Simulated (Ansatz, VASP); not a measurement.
## Two plane-wave programs on AlH5

The input INCAR:

```
PREC = Accurate
ENCUT = 600
EDIFF = 1E-6
ISMEAR = 0
SIGMA = 0.1
LREAL = F
LASPH = T
NELM = 100
ALGO = Normal
ISIF = 3
LWAVE = F
LCHARG = F
GGA = PE
IBRION = 2
NSW = 90
EDIFFG = -0.04
```

KPOINTS

```
Automatic mesh
0
Gamma
  6 6 6
```

The input POSCAR:

```
AlH5
1.0
    0.0000000000      2.9781783100      2.9781783100
    2.9781783100      0.0000000000      2.9781783100
    2.9781783100      2.9781783100      0.0000000000
Al H
1 5
Direct
    0.0000000000      0.0000000000      0.0000000000
    0.3750000000      0.3750000000      0.8750000000
    0.3750000000      0.8750000000      0.3750000000
    0.8750000000      0.3750000000      0.3750000000
    0.3750000000      0.3750000000      0.3750000000
    0.7500000000      0.7500000000      0.7500000000
```

Input for Ansatz:

```yaml
crystal:
  lattice:
    - [0.0, 2.97817831, 2.97817831]
    - [2.97817831, 0.0, 2.97817831]
    - [2.97817831, 2.97817831, 0.0]
  atoms:
    - { symbol: Al, position: [0.0, 0.0, 0.0] }
    - { symbol: H, position: [0.375, 0.375, 0.875] }
    - { symbol: H, position: [0.375, 0.875, 0.375] }
    - { symbol: H, position: [0.875, 0.375, 0.375] }
    - { symbol: H, position: [0.375, 0.375, 0.375] }
    - { symbol: H, position: [0.75, 0.75, 0.75] }
basis:
  ecutwfc: 420
kpoints:
  mp_grid: { grid: [6, 6, 6] }
hamiltonian:
  xc: pbe
scf:
  occupations: { method: gaussian, width: 0.1 }
  lower_state_search: "off"
output:
  forces: true
  stress: true
  eigenvalues: true
relax:
  adjacent_minimum: "off"
  f_tol: 0.04
  max_steps: 70
  cell: { stress_tol: 0.4 }
```

Change from the starting cell: species swapped into the ErCu5 type (F-43m, No. 216).

Alike in both runs: task relaxation of cell and atoms; functional PBE; k mesh 6 × 6 × 6; occupations gaussian, width 0.1 eV; no spin polarisation.

|  | VASP | Ansatz |
| --- | --- | --- |
| version | VASP 6.6.1 | Ansatz 0.2.0 |
| potentials or method | VASP PAW PBE potentials, release 64 (Al, H), cutoff 600 eV | scalar-relativistic, plane waves, PAW |
| valence electrons in the cell | 8 | 8 |

VASP gave:

```
gap on the k mesh at the Fermi level, each at its own relaxed structure (eV) : none
relaxed volume (Å³/atom)                                                     : 4.98
relaxed cell length with the largest relative difference (Å)                 : 3.483
```

**Question.** Estimate Ansatz's values.

**Answer.** gap on the k mesh at the Fermi level, each at its own relaxed structure (eV): none; relaxed volume (Å³/atom): 5.03; relaxed cell length with the largest relative difference (Å): 3.494.

A gap of «none» marks a metal or a gap that the smearing closes.

Noted on VASP's run: the volume moved by over 15 % at a fixed basis, so the end points are rough.
